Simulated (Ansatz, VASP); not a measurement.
SrTiO3 in VASP and in Ansatz

Contents of INCAR:

```
PREC     = Accurate       # precision mode
ENCUT    = 520            # plane-wave cutoff, eV
EDIFF    = 1E-6           # SCF threshold, eV
ISMEAR   = 0              # smearing method
SIGMA    = 0.05           # smearing width, eV
LREAL    = F              # projectors in reciprocal space
LASPH    = T              # aspherical terms in the spheres
NELM     = 80             # most SCF steps
ALGO     = Normal         # electronic algorithm
ISIF     = 2              # what is computed and relaxed
LWAVE    = F              # write WAVECAR
LCHARG   = T              # write CHGCAR
GGA      = PE             # functional
LELF     = T              # ELF
LVHAR    = T            
NBANDS   = 51             # bands
```

The input KPOINTS:

```
Automatic mesh
0
Gamma
  8 8 8
```

The input POSCAR:

```
SrTiO3
1.0
   -2.7389670940      2.6864756194      3.8283255864
    2.6864756194     -2.7389670940      3.8283255864
    2.7020253093      2.7020253093     -3.8652673712
Sr Ti O
2 2 6
Direct
    0.7500000000      0.2500000000      0.5000000000
    0.2500000000      0.7500000000      0.5000000000
    0.0000000000      0.0000000000      0.0000000000
    0.5000000000      0.5000000000      0.0000000000
    0.2500000000      0.2500000000      0.0000000000
    0.7500000000      0.7500000000      0.0000000000
    0.7280787197      0.2280787197      0.9561574394
    0.2280787197      0.2719212803      0.5000000000
    0.2719212803      0.7719212803      0.0438425606
    0.7719212803      0.7280787197      0.5000000000
```

Input for Ansatz:

```yaml
crystal:
  lattice:
    - [-2.738967094, 2.6864756194, 3.8283255864]
    - [2.6864756194, -2.738967094, 3.8283255864]
    - [2.7020253093, 2.7020253093, -3.8652673712]
  atoms:
    - { symbol: Sr, position: [0.75, 0.25, 0.5] }
    - { symbol: Sr, position: [0.25, 0.75, 0.5] }
    - { symbol: Ti, position: [0.0, 0.0, 0.0] }
    - { symbol: Ti, position: [0.5, 0.5, 0.0] }
    - { symbol: O, position: [0.25, 0.25, 0.0] }
    - { symbol: O, position: [0.75, 0.75, 0.0] }
    - { symbol: O, position: [0.7280787197, 0.2280787197, 0.9561574394] }
    - { symbol: O, position: [0.2280787197, 0.2719212803, 0.5] }
    - { symbol: O, position: [0.2719212803, 0.7719212803, 0.0438425606] }
    - { symbol: O, position: [0.7719212803, 0.7280787197, 0.5] }
basis:
  ecutwfc: 520.0
kpoints:
  mp_grid: { grid: [8, 8, 8] }
hamiltonian:
  xc: pbe
  pseudopotentials: { kind: paw, azcp: { folder: soft_1 } }
scf:
  occupations: { method: gaussian, width: 0.05 }
output:
  forces: true
  stress: true
  eigenvalues: true
```

Change from the starting cell: equal engineering shear yz, xz and xy -0.0133, equal normal strain along x, y and z -0.0300.

Alike in both runs: task single point; functional PBE; k mesh 8 × 8 × 8; occupations gaussian, width 0.05 eV; no spin polarisation.

|  | VASP | Ansatz |
| --- | --- | --- |
| version | VASP 6.6.1 | Ansatz 0.2.0 |
| potentials or method | VASP PAW PBE potentials, release 64 (Sr_sv, Ti_sv, O), cutoff 520 eV | scalar-relativistic, plane waves, PAW |
| valence electrons in the cell | 80 | 80 |

```csv
,VASP,Ansatz,Ansatz less VASP
gap on the k mesh at the Fermi level (eV),2.02,2.06,+0.040
least direct gap on the mesh (eV),2.03,2.07,+0.041
pressure (GPa),19.9,19.1,-0.77
"traceless stress, the component that is largest in VASP (GPa)",2.21,2.18,-0.025
rms of the force components (eV/Å),0.028,0.030,+0.0017
```

Atom by atom the forces differ by 0.003 eV/Å (rms over components).
